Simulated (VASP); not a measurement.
Crystal: SnTe.

```
CELL_PARAMETERS angstrom
0.00000 3.18933 3.18933
3.18933 0.00000 3.18933
3.18933 3.18933 0.00000
ATOMIC_POSITIONS crystal
Sn 0.00000 0.00000 0.00000
Te 0.50000 0.50000 0.50000
```

Base run:

* Program: VASP 6.6.1
* Functional: r2SCAN
* Potentials or basis: VASP PAW PBE potentials, release 64 (Sn_d, Te)
* Cutoff: 520 eV
* k mesh: 8 × 8 × 8
* Occupations: fermi-dirac, width 0.02 eV
* Spin: no spin polarisation

Its results: band gap on the k mesh 0.14 eV, direct; pressure -0.1 GPa.

Problem. The run is repeated on the same cell with these changes: functional from r2SCAN to PBE; further incar settings from ALGO = Normal; EDIFF = 1e-07; NBANDS = 17 to ALGO = Normal; EDIFF = 1e-06; NBANDS = 17. What comes out?

Solution. Band gap on the k mesh 0.01 eV, direct; pressure 0.6 GPa.

Caveats: spin-orbit coupling is left out, which moves the levels of the heavy elements; the PAW data sets were made with another functional, which shifts forces and pressure a little (some runs).

A k mesh can miss the band edges.
